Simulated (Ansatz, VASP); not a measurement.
## One calculation of TlBr, two programs

```
CELL_PARAMETERS angstrom
3.89496 0.00000 0.00000
0.00000 3.89496 0.00000
0.00000 0.00000 3.89496
ATOMIC_POSITIONS crystal
Tl 0.00000 0.00000 0.00000
Br 0.50000 0.50000 0.50000
```

Alike in both runs: task single point; functional PBEsol; k mesh 6 × 6 × 6; non-collinear spin, spin-orbit coupling.

```csv
,VASP,Ansatz
version,VASP 6.6.1,Ansatz 0.2.0
potentials or method,"VASP PAW PBE potentials, release 64 (Tl_d, Br), cutoff 500 eV",all-electron LAPW
occupations,"gaussian, width 0.01 eV",fixed
```

```tsv
	VASP	Ansatz	Ansatz less VASP
pressure (GPa)	0.3	0.2	-0.06
net moment per atom (μB)	0.00	0.00	0.000
```

VASP's potentials were made for PBE, not for PBEsol. Ansatz ran all-electron here, and VASP with PAW potentials.
